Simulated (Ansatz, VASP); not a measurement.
MgO: VASP beside Ansatz

Contents of POSCAR:

```
MgO
1.0
    0.0000000000      2.1250000000      2.1250000000
    2.1250000000      0.0000000000      2.1250000000
    2.1250000000      2.1250000000      0.0000000000
Mg O
1 1
Direct
    0.0000000000      0.0000000000      0.0000000000
    0.5000000000      0.5000000000      0.5000000000
```

Contents of INCAR.step1:

```
  PREC = Accurate
  ENCUT = 520
  ISMEAR = -1
  SIGMA = 0.02
  LREAL = F
  LASPH = T
  NELM = 60
  NBANDS = 11
  GGA = PE
  ALGO = Normal
  EDIFF = 1E-4
  LWAVE = T
  LCHARG = F
```

INCAR.step2

```
  PREC = Accurate
  ENCUT = 520
  EDIFF = 1E-6
  ISMEAR = -1
  SIGMA = 0.02
  LREAL = F
  LASPH = T
  NELM = 60
  ALGO = Normal
  ISIF = 2
  LWAVE = F
  LCHARG = F
  METAGGA = R2SCAN
  LMIXTAU = T
  NBANDS = 11
  ISTART = 1
```

Contents of KPOINTS:

```
Automatic mesh
0
Gamma
  6 6 6
```

Input for Ansatz:

```yaml
crystal:
  lattice:
    - [0, 2.125, 2.125]
    - [2.125, 0, 2.125]
    - [2.125, 2.125, 0]
  atoms:
    - { symbol: Mg, position: [0, 0, 0] }
    - { symbol: O, position: [0.5, 0.5, 0.5] }
kpoints:
  mp_grid: { grid: [6, 6, 6] }
hamiltonian:
  xc: r2scan
  pseudopotentials:
    kind: paw
    azcp:
      Mg: "pseudopotentials/pbe/paw/ansatz_paw_generated_hard_1/Mg.paw.azcp"
      O: "pseudopotentials/pbe/paw/ansatz_paw_generated_hard_1/O.paw.azcp"
scf:
  occupations: { method: fermi_dirac, width: 0.02 }
  convergence: { dr2_threshold: "1e-10 eV" }
  max_iter: 300
output:
  forces: true
  stress: true
  eigenvalues: true
```

Alike in both runs: task single point; functional r2SCAN; k mesh 6 × 6 × 6; occupations fermi-dirac, width 0.02 eV; no spin polarisation.

|  | VASP | Ansatz |
| --- | --- | --- |
| version | VASP 6.6.1 | Ansatz 0.2.0 development build |
| potentials or method | VASP PAW PBE potentials, release 64 (Mg, O) | plane waves, PAW datasets (generated hard set |
| plane-wave cutoff (eV) | 520 | 700 |
| valence electrons in the cell | 8 | 16 |

|  | VASP | Ansatz | Ansatz less VASP |
| --- | --- | --- | --- |
| gap on the k mesh at the Fermi level (eV) | 5.34 | 5.36 | +0.026 |

VASP's potentials were made for PBE, not for r2SCAN. VASP's potentials hold 8 valence electrons a cell and Ansatz's 16, so a difference there can come from the potentials and not from the codes.

The k mesh is coarse, so the values compare programs but aren't converged.
